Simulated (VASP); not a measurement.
Pt, 1 atom in the cell. The structure is cubic, space group Fm-3m (No. 225). Conventional cell: a = 3.923 Å, b = 3.923 Å, c = 3.923 Å, α = 90.00°, β = 90.00°, γ = 90.00°. Pt (site symmetry m-3m) has 12 Pt at 2.77 Å within 3.7 Å. 

```yaml
Program: VASP 6.6.1
Task: relaxation of cell and atoms
Functional: r2SCAN
Potentials_or_basis: VASP PAW PBE potentials, release 64 (Pt)
Cutoff: 600 eV
k_mesh: 14 × 14 × 14
Occupations: fermi-dirac, width 0.1 eV
Spin: no spin polarisation
Dipole_correction: no
Further_INCAR_settings: ALGO = Normal; EDIFF = 1e-06; IBRION = 2; EDIFFG = -0.01; NSW = 80; ISIF = 3
```

Potentials or basis: VASP PAW PBE potentials, release 64 (Pt).

The run is started by

```bash
$ cat potpaw_PBE.64/Pt/POTCAR > POTCAR
$ cp INCAR.step1 INCAR
$ mpirun -np 1 vasp_std > vasp.out
$ cp INCAR.step2 INCAR
$ mpirun -np 1 vasp_std > vasp.out
```

Hardware: 1 thread of Intel(R) Xeon(R) Platinum 8488C (Sapphire Rapids), on a shared host.

Problem. Estimate the wall time of this run.

Solution. Wall time 110 s on 1 thread of Intel(R) Xeon(R) Platinum 8488C (Sapphire Rapids) (shared host), peak memory 0.18 GiB. Counts: k points 104, ion steps 3.
